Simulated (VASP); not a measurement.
Runs of VASP 6.6.1 on LiF. The structure is that of space group P6_3mc (No. 186), or close to it. The cells are those of the table. 

```tsv
cell	gap on the mesh (eV)	largest force (eV/Å)
a = 2.982, b = 2.982, c = 4.811 Å, angles 90.0, 90.0, 120.0°, 4 atoms	(b)	0.20
a = 2.903, b = 2.903, c = 4.915 Å, angles 90.0, 90.0, 120.0°, 4 atoms	8.10	0.39
a = 3.129, b = 3.129, c = 4.369 Å, angles 90.0, 90.0, 120.0°, 4 atoms	(a)	0.61
a = 3.188, b = 3.188, c = 4.345 Å, angles 90.0, 90.0, 120.0°, 4 atoms	7.53	0.72
a = 2.989, b = 2.989, c = 4.941 Å, angles 90.0, 90.0, 120.0°, 4 atoms	7.72	0.24
```

Alike in all rows: task single point; level LDA; potentials or basis VASP PAW LDA potentials, release 64 (Li_sv, F); no spin polarisation; k mesh 9 × 9 × 6; cutoff (eV) 520; smearing gaussian 0.05 eV.

Problem. Estimate the missing entries.

Solution. (a) 7.71; (b) 7.87.

A k mesh can miss the band edges.
